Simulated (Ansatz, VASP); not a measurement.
## SbS2 in VASP and in Ansatz

The input INCAR:

```
SYSTEM = SbS2
ALGO = Normal
EDIFF = 1E-7
EDIFFG = -0.04
ENCUT = 600
GGA = PE
IBRION = 2
ISIF = 3
ISMEAR = 0
LASPH = .True.
LCHARG = .False.
LREAL = .False.
LWAVE = .False.
NELM = 60
NSW = 90
PREC = Accurate
SIGMA = 0.1
```

KPOINTS

```
k-points
0
Gamma
  6 6 6
  0 0 0
```

POSCAR

```
SbS2
1.0
    1.9053286359      1.1000420008      5.7545798880
   -1.9053286359      1.1000420008      5.7545798880
    0.0000000000     -2.2000840017      5.7545798880
Sb S
1 2
Direct
    0.0000000000      0.0000000000      0.0000000000
    0.7500000000      0.7500000000      0.7500000000
    0.2500000000      0.2500000000      0.2500000000
```

Input for Ansatz:

```yaml
crystal:
  lattice:
    - [1.9053286359, 1.1000420008, 5.754579888]
    - [-1.9053286359, 1.1000420008, 5.754579888]
    - [0.0, -2.2000840017, 5.754579888]
  atoms:
    - { symbol: Sb, position: [0.0, 0.0, 0.0] }
    - { symbol: S, position: [0.75, 0.75, 0.75] }
    - { symbol: S, position: [0.25, 0.25, 0.25] }
basis:
  ecutwfc: 420
kpoints:
  mp_grid: { grid: [6, 6, 6] }
hamiltonian:
  xc: pbe
scf:
  occupations: { method: gaussian, width: 0.1 }
  lower_state_search: "off"
output:
  forces: true
  stress: true
  eigenvalues: true
relax:
  adjacent_minimum: "off"
  f_tol: 0.04
  max_steps: 70
  cell: { stress_tol: 0.4 }
```

Alike in both runs: task relaxation of cell and atoms; functional PBE; k mesh 6 × 6 × 6; occupations gaussian, width 0.1 eV; no spin polarisation.

|  | VASP | Ansatz |
| --- | --- | --- |
| version | VASP 6.6.1 | Ansatz 0.2.0 |
| potentials or method | VASP PAW PBE potentials, release 64 (Sb, S), cutoff 600 eV | scalar-relativistic, plane waves, PAW |
| valence electrons in the cell | 17 | 27 |

|  | VASP | Ansatz | Ansatz less VASP |
| --- | --- | --- | --- |
| gap on the k mesh at the Fermi level, each at its own relaxed structure (eV) | none | none | - |
| relaxed volume (Å³/atom) | 25.16 | 25.41 | +0.245 |
| relaxed length of the cell vector where the two differ most in proportion (Å) | 6.609 | 6.658 | +0.0482 |

A gap of «none» marks a metal or a gap that the smearing closes. VASP's potentials hold 17 valence electrons a cell and Ansatz's 27, so a difference there can come from the potentials and not from the codes.

Neither program's run includes spin-orbit coupling.
